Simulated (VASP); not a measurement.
Wanted: the native input for a VASP 6.6.1 run.

| Property | Result |
| --- | --- |
| Task | single point |
| Functional | r2SCAN |
| Potentials or basis | VASP PAW PBE potentials, release 64 (Mo_sv, S) |
| Cutoff | 520 eV |
| k mesh | 6 × 6 × 2 |
| Occupations | gaussian, width 0.01 eV |
| Spin | no spin polarisation |
| Dipole correction | no |
| Further INCAR settings | ALGO = Normal; EDIFF = 1e-06; NBANDS = 35 |

MoS2:

```
Mo S
1.0
     3.17302    0.00000    0.00000
    -1.58651    2.74792    0.00000
     0.00000    0.00000   12.43591
Mo S
2 4
Cartesian
  0.0000 1.8319 3.1090
  1.5865 0.9160 9.3269
  0.0000 1.8319 7.7712
  1.5865 0.9160 1.5533
  0.0000 1.8319 10.8827
  1.5865 0.9160 4.6647
```

These files were run (other wordings do the same):

POSCAR

```
MoS2
1.0
    3.1730194941      0.0000000000      0.0000000000
   -1.5865097470      2.7479154886      0.0000000000
    0.0000000000      0.0000000000     12.4359056939
Mo S
2 4
Direct
    0.3333333333      0.6666666667      0.2500000000
    0.6666666667      0.3333333333      0.7500000000
    0.3333333333      0.6666666667      0.6249005388
    0.6666666667      0.3333333333      0.1249005388
    0.3333333333      0.6666666667      0.8750994612
    0.6666666667      0.3333333333      0.3750994612
```

INCAR.step1

```
SYSTEM = MoS2
  PREC = Accurate
  ENCUT = 520
  ISMEAR = 0
  SIGMA = 0.01
  LREAL = .FALSE.
  LASPH = .TRUE.
  NELM = 80
  NBANDS = 35
  GGA = PE
  ALGO = Normal
  EDIFF = 1E-4
  LWAVE = .TRUE.
  LCHARG = .FALSE.
```

INCAR.step2

```
SYSTEM = MoS2
  PREC = Accurate
  ENCUT = 520
  EDIFF = 1E-6
  ISMEAR = 0
  SIGMA = 0.01
  LREAL = .FALSE.
  LASPH = .TRUE.
  NELM = 80
  ALGO = Normal
  ISIF = 2
  LWAVE = .FALSE.
  LCHARG = .FALSE.
  METAGGA = R2SCAN
  LMIXTAU = .TRUE.
  NBANDS = 35
  ISTART = 1
```

KPOINTS

```
Automatic mesh
0
G
  6 6 2
  0 0 0
```

Potentials or basis: VASP PAW PBE potentials, release 64 (Mo_sv, S).

Run with:

```bash
$ cat potpaw_PBE.64/Mo_sv/POTCAR potpaw_PBE.64/S/POTCAR > POTCAR
$ cp INCAR.step1 INCAR
$ mpirun -np 1 vasp_std > vasp.out
$ cp INCAR.step2 INCAR
$ mpirun -np 1 vasp_std > vasp.out
```

It gave:

```
Pressure               : 1.2 GPa
Largest force          : 0.046 eV/Å
Band gap on the k mesh : 1.06 eV (least direct gap 1.75 eV)
```

Caveat: the PAW data sets were made with another functional, which shifts forces and pressure a little.

Wall time 4.5 min on 1 thread of Intel Xeon 8259CL (shared host), peak memory 0.25 GiB.
